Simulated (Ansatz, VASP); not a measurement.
## Two plane-wave programs on AlN

```
Al N
1.0
     0.00000    2.03452    2.03452
     2.03452    0.00000    2.03452
     2.03452    2.03452    0.00000
Al N
1 1
Direct
  0.50000 0.50000 0.50000
  0.00000 0.00000 0.00000
```

Alike in both runs: task relaxation of cell and atoms; functional LDA; k mesh 11 × 11 × 11; occupations fermi-dirac, width 0.05 eV; no spin polarisation.

```csv
,VASP,Ansatz
version,VASP 6.6.1,Ansatz 0.2.0
potentials or method,"VASP PAW LDA potentials, release 64 (Al, N)",Ansatz PAW
plane-wave cutoff (eV),600,420
valence electrons in the cell,8,8
```

Ansatz gave:

```
gap on the k mesh at the Fermi level, each at its own relaxed structure (eV) : 4.84
relaxed volume (Å³/atom)                                                     : 8.07
relaxed cell length with the largest relative difference (Å)                 : 2.836
```

Problem. Which values does VASP return?

Solution. gap on the k mesh at the Fermi level, each at its own relaxed structure (eV): 4.80; relaxed volume (Å³/atom): 8.08; relaxed cell length with the largest relative difference (Å): 2.838.

LDA's correlation is that of Perdew and Zunger in VASP and of Perdew and Wang (1992) in Ansatz.

Noted on Ansatz's run: odd divisions of the mesh miss points on the zone boundary, where band edges often lie, so the gap on the mesh can be too wide; the plane-wave basis is chosen anew once the cell has moved, so the energies of steps on either side of that aren't comparable.
